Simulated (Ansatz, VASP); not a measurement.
# ZrC in VASP and in Ansatz

```xyz
2
Lattice="0.0000 2.3548 2.3548 2.3548 0.0000 2.3548 2.3548 2.3548 0.0000" Properties=species:S:1:pos:R:3 pbc="T T T"
Zr    2.3548    2.3548    2.3548
C     0.0000    0.0000    0.0000
```

Alike in both runs: functional PBE; k mesh 11 × 11 × 11; occupations fermi-dirac, width 0.1 eV; no spin polarisation.

Ansatz relaxed the structure, and its values are those at the end. VASP's run is a single point on that final structure, the one shown.

|  | VASP | Ansatz |
| --- | --- | --- |
| version | VASP 6.6.1 | Ansatz 0.2.0 |
| potentials or method | VASP PAW PBE potentials, release 64 (Zr_sv, C), cutoff 520 eV | PAW plane waves |
| valence electrons in the cell | 16 | 16 |

|  | VASP | Ansatz | Ansatz less VASP |
| --- | --- | --- | --- |
| gap on the k mesh at the Fermi level (eV) | none | none | - |
| pressure (GPa) | 0.2 | 0.0 | -0.18 |

A gap of «none» marks a metal or a gap that the smearing closes.
